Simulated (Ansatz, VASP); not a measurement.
One calculation of SiO2, two programs

```
Si O
1.0
     4.18010    0.00000    0.00000
     0.00000    4.18010    0.00000
     0.00000    0.00000    2.66780
Si O
2 4
Direct
  0.00000 0.00000 0.00000
  0.50000 0.50000 0.50000
  0.30670 0.30670 0.00000
  0.19330 0.80670 0.50000
  0.69330 0.69330 0.00000
  0.80670 0.19330 0.50000
```

Alike in both runs: task electric field gradients; functional PBEsol; k mesh 6 × 6 × 9; occupations fermi-dirac, width 0.03 eV; no spin polarisation.

|  | VASP | Ansatz |
| --- | --- | --- |
| version | VASP 6.6.1 | Ansatz 0.2.0 |
| potentials or method | VASP PAW PBE potentials, release 64 (Si, O) | PAW with Ansatz's default frozen-core files, scalar-relativistic |
| plane-wave cutoff (eV) | 520 | 420 |
| valence electrons in the cell | 32 | 32 |

|  | VASP | Ansatz | Ansatz less VASP |
| --- | --- | --- | --- |
| gap on the k mesh at the Fermi level (eV) | 5.58 | 5.57 | -0.007 |
| pressure (GPa) | 4.7 | 3.9 | -0.74 |
| traceless stress, the component that is largest in VASP (GPa) | 1.04 | 0.39 | -0.651 |
| rms of the force components (eV/Å) | 0.111 | 0.093 | -0.0179 |
| size of Vzz on the site where it differs most (V/Å²) | 22.4 | 19.8 | -2.60 |

VASP's potentials were made for PBE, not for PBEsol. Atom by atom the forces differ by 0.018 eV/Å (rms over components).
